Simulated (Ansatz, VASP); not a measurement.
## One calculation of BeS, two programs

The input INCAR:

```
  ALGO = Normal
  EDIFF = 1E-6
  ENCUT = 600
  GGA = PS
  GGA_COMPAT = F
  ISIF = 2
  ISMEAR = 0
  LASPH = T
  LCHARG = T
  LELF = T
  LREAL = F
  LVHAR = T
  LWAVE = F
  NBANDS = 11
  NELM = 120
  PREC = Accurate
  SIGMA = 0.01
```

KPOINTS

```
k-points
0
Gamma
  8 8 8
```

Contents of POSCAR:

```
BeS
1.0
    0.0000000000      2.4188308203      2.4188308203
    2.4188308203      0.0000000000      2.4188308203
    2.4188308203      2.4188308203      0.0000000000
Be S
1 1
Direct
    0.0000000000      0.0000000000      0.0000000000
    0.2500000000      0.2500000000      0.2500000000
```

Input for Ansatz:

```yaml
crystal:
  lattice:
    - [0.0, 2.4188308203, 2.4188308203]
    - [2.4188308203, 0.0, 2.4188308203]
    - [2.4188308203, 2.4188308203, 0.0]
  atoms:
    - { symbol: Be, position: [0.0, 0.0, 0.0] }
    - { symbol: S, position: [0.25, 0.25, 0.25] }
basis:
  ecutwfc: 600.0
kpoints:
  mp_grid: { grid: [8, 8, 8] }
  band_path:
    path:
      - [0.0, 0.0, 0.0]
      - [0.0, 0.0, 0.0]
      - [0.0, 0.0, 0.0]
      - [0.0, 0.0, 0.0]
      - [0.0, 0.0, 0.0]
      - [0.0, 0.0, 0.0]
      - [0.0, 0.0, 0.0]
      - [0.0, 0.0, 0.0]
      - [0.0, 0.0, 0.0]
      - [0.0, 0.0, 0.0]
      - [0.0, 0.0, 0.0]
      - [0.0, 0.0, 0.0]
      - [0.0, 0.0, 0.0]
      - [0.0, 0.0, 0.0]
      - [0.0, 0.0, 0.0]
      - [0.0, 0.0, 0.0]
      - [0.0, 0.0, 0.0]
      - [0.0, 0.0, 0.0]
      - [0.0, 0.0, 0.0]
      - [0.0, 0.0, 0.0]
      - [0.0, 0.0, 0.0]
      - [0.0, 0.0, 0.0]
      - [0.0, 0.0, 0.0]
      - [0.0, 0.0, 0.0]
      - [0.0, 0.0, 0.0]
      - [0.0, 0.0, 0.0]
      - [0.3, 0.3, 0.0]
      - [0.3166666667, 0.3166666667, 0.0]
      - [0.3333333333, 0.3333333333, 0.0]
      - [0.35, 0.35, 0.0]
      - [0.3666666667, 0.3666666667, 0.0]
      - [0.3833333333, 0.3833333333, 0.0]
      - [0.4, 0.4, 0.0]
      - [0.4166666667, 0.4166666667, 0.0]
      - [0.4333333333, 0.4333333333, 0.0]
      - [0.45, 0.45, 0.0]
      - [0.4666666667, 0.4666666667, 0.0]
      - [0.4833333333, 0.4833333333, 0.0]
      - [0.5, 0.5, 0.0]
      - [0.5, 0.5, 0.5]
      - [0.5, 0.5, 0.5]
      - [0.5, 0.5, 0.5]
      - [0.5, 0.5, 0.5]
      - [0.5, 0.5, 0.5]
      - [0.5, 0.5, 0.5]
      - [0.5, 0.5, 0.5]
      - [0.5, 0.5, 0.5]
      - [0.5, 0.5, 0.5]
      - [0.5, 0.5, 0.5]
      - [0.5, 0.5, 0.5]
      - [0.5, 0.5, 0.5]
      - [0.5, 0.5, 0.5]
    npoints: 1
hamiltonian:
  xc: pbesol
  pseudopotentials: { kind: paw, azcp: { folder: soft_1 } }
scf:
  occupations: { method: fixed }
  n_extra_bands: 5
output:
  eigenvalues: true
```

Alike in both runs: task single point; functional PBEsol; k mesh 8 × 8 × 8; no spin polarisation.

|  | VASP | Ansatz |
| --- | --- | --- |
| version | VASP 6.6.1 | Ansatz 0.2.0 |
| potentials or method | VASP PAW PBE potentials, release 64 (Be, S), cutoff 600 eV | scalar-relativistic, plane waves, PAW |
| occupations | gaussian, width 0.01 eV | fixed |
| valence electrons in the cell | 8 | 8 |

Ansatz gave:

* gap on the k mesh at the Fermi level (eV): 2.91
* least direct gap on the mesh (eV): 5.58

What did VASP give for the same quantities?

gap on the k mesh at the Fermi level (eV): 2.91; least direct gap on the mesh (eV): 5.61.

VASP's potentials were made for PBE, not for PBEsol, and Ansatz warns of the same on its side.
